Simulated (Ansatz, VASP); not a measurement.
**Two plane-wave programs on Sr**

File INCAR:

```
ALGO = Normal
EDIFF = 1E-7
ENCUT = 520
GGA = RE
ISIF = 2
ISMEAR = -1
LASPH = True
LCHARG = True
LELF = True
LREAL = False
LVHAR = True
LWAVE = False
NBANDS = 17
NELM = 60
PREC = Accurate
SIGMA = 0.1
```

The input KPOINTS:

```
k-points
0
Gamma
  7 7 7
```

Contents of POSCAR:

```
Sr
1.0
    0.0000000000      5.0250036896      5.0250036896
    5.0250036896      0.0000000000      5.0250036896
    5.0250036896      5.0250036896      0.0000000000
Sr
2
Direct
    0.1250000000      0.1250000000      0.1250000000
    0.8750000000      0.8750000000      0.8750000000
```

Input for Ansatz:

```yaml
crystal:
  lattice:
    - [0.0, 5.0250036896, 5.0250036896]
    - [5.0250036896, 0.0, 5.0250036896]
    - [5.0250036896, 5.0250036896, 0.0]
  atoms:
    - { symbol: Sr, position: [0.125, 0.125, 0.125] }
    - { symbol: Sr, position: [0.875, 0.875, 0.875] }
hamiltonian:
  xc: revpbe
  pseudopotentials:
    kind: paw
    azcp:
      Sr: "pseudopotentials/Sr.paw.azcp"
basis:
  ecutwfc: 420
  fft_grid_basis: typed
kpoints:
  mp_grid: { grid: [7, 7, 7], shift: [0, 0, 0] }
magnetization:
  spin_polarized: false
scf:
  occupations: { method: fermi_dirac, width: 0.1 }
  lower_state_search: "off"
output:
  stress: true
  write_density: true
  write_potential: true
  elf: true
  volumetric_format: npy
```

Alike in both runs: task single point; functional revPBE; k mesh 7 × 7 × 7; occupations fermi-dirac, width 0.1 eV; no spin polarisation.

|  | VASP | Ansatz |
| --- | --- | --- |
| version | VASP 6.6.1 | Ansatz 0.2.0 |
| potentials or method | VASP PAW PBE potentials, release 64 (Sr_sv), cutoff 520 eV | plane waves (420 eV) with PAW, scalar-relativistic |
| valence electrons in the cell | 20 | 20 |

|  | VASP | Ansatz | Ansatz less VASP |
| --- | --- | --- | --- |
| pressure (GPa) | -0.2 | -0.2 | 0.00 |

VASP's potentials were made for PBE, not for revPBE.
